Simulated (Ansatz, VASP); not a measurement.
## BN in VASP and in Ansatz

```
N B
1.0
     2.50804    0.00000    0.00000
    -1.24671    2.17623    0.00000
    -0.63067   -1.08812    3.02254
N B
1 1
Direct
  0.66851 0.33238 0.98500
  0.97964 0.98350 0.00181
```

Alike in both runs: task single point; functional PBEsol; k mesh 13 × 13 × 9; occupations fermi-dirac, width 0.05 eV; no spin polarisation.

|  | VASP | Ansatz |
| --- | --- | --- |
| version | VASP 6.6.1 | Ansatz 0.2.0 |
| potentials or method | VASP PAW PBE potentials, release 64 (N, B), cutoff 520 eV | all-electron LAPW, scalar-relativistic |

VASP gave:

- gap on the k mesh at the Fermi level (eV): 2.70
- least direct gap on the mesh (eV): 4.47
- pressure (GPa): 1.9
- traceless stress, the component that is largest in VASP (GPa): -7.79
- rms of the force components (eV/Å): 1.581

Task: Estimate Ansatz's values.

Result: gap on the k mesh at the Fermi level (eV): 2.71; least direct gap on the mesh (eV): 4.47; pressure (GPa): 1.6; traceless stress, the component that is largest in VASP (GPa): -7.96; rms of the force components (eV/Å): 1.582.

VASP's potentials were made for PBE, not for PBEsol. Atom by atom the forces differ by 0.001 eV/Å (rms over components). Ansatz ran all-electron here, and VASP with PAW potentials.
